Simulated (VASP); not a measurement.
The system is SnSe2.

```xyz
3
Lattice="0.0000 3.2250 3.2250 3.2250 0.0000 3.2250 3.2250 3.2250 0.0000" Properties=species:S:1:pos:R:3 pbc="T T T"
Sn    0.0000    0.0000    0.0000
Se    1.6125    1.6125    1.6125
Se    4.8375    4.8375    4.8375
```

```yaml
Program: VASP 6.6.1
Task: relaxation of cell and atoms
Functional: PBE
Potentials_or_basis: VASP PAW PBE potentials, release 64 (Sn_d, Se)
Cutoff: 500 eV
k_mesh: 6 × 6 × 6
Occupations: fermi-dirac, width 0.02 eV
Spin: no spin polarisation
```

At the start: pressure 14.7 GPa; volume 22.36 Å³/atom.

**Question.** Where does the relaxation end?

**Answer.** Over 3 steps the energy falls by 185.1 meV/atom and the volume is 27.21 Å³/atom (+21.7 %); space group Fm-3m (No. 225, to 0.1 Å) before and after.

The path:
```csv
step,energy change (eV),largest force (eV/Å),pressure (GPa),volume (Å³)
1,0.0000,0.0000,14.71,67.08
2,-0.4803,0.0000,-3.06,89.06
3,-0.5552,0.0000,0.09,81.62
```

Final structure:
```
CELL_PARAMETERS angstrom
0.00000 3.44290 3.44290
3.44290 0.00000 3.44290
3.44290 3.44290 0.00000
ATOMIC_POSITIONS crystal
Sn 0.00000 0.00000 0.00000
Se 0.25000 0.25000 0.25000
Se 0.75000 0.75000 0.75000
```

Caveat: the volume moved by over 15 % at a fixed basis, so the end points are rough.
